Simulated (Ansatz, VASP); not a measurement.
## Zn5S6: VASP beside Ansatz

```
S Zn
1.0
     3.84887    0.00000    0.00000
     0.00000    3.84887    0.00000
     0.00000    0.00000   28.60782
S Zn
6 5
Direct
  0.00000 0.50000 0.26217
  0.50000 0.00000 0.35730
  0.00000 0.50000 0.45243
  0.50000 0.00000 0.54757
  0.00000 0.50000 0.64270
  0.50000 0.00000 0.73783
  0.50000 0.50000 0.30973
  0.00000 0.00000 0.40487
  0.50000 0.50000 0.50000
  0.00000 0.00000 0.59513
  0.50000 0.50000 0.69027
```

Alike in both runs: task single point; functional PBE; k mesh 10 × 10 × 1; occupations gaussian, width 0.05 eV; no spin polarisation.

|  | VASP | Ansatz |
| --- | --- | --- |
| version | VASP 6.6.1 | Ansatz 0.2.0 |
| potentials or method | VASP PAW PBE potentials, release 64 (S, Zn), cutoff 520 eV | scalar-relativistic, plane waves, PAW |
| valence electrons in the cell | 96 | 96 |

|  | VASP | Ansatz | Ansatz less VASP |
| --- | --- | --- | --- |
| gap on the k mesh at the Fermi level (eV) | none | none | - |
| rms of the force components (eV/Å) | 0.189 | 0.191 | +0.0017 |

A gap of «none» marks a metal or a gap that the smearing closes. The functional is the same, so the differences come from potentials, cutoffs and numerics.
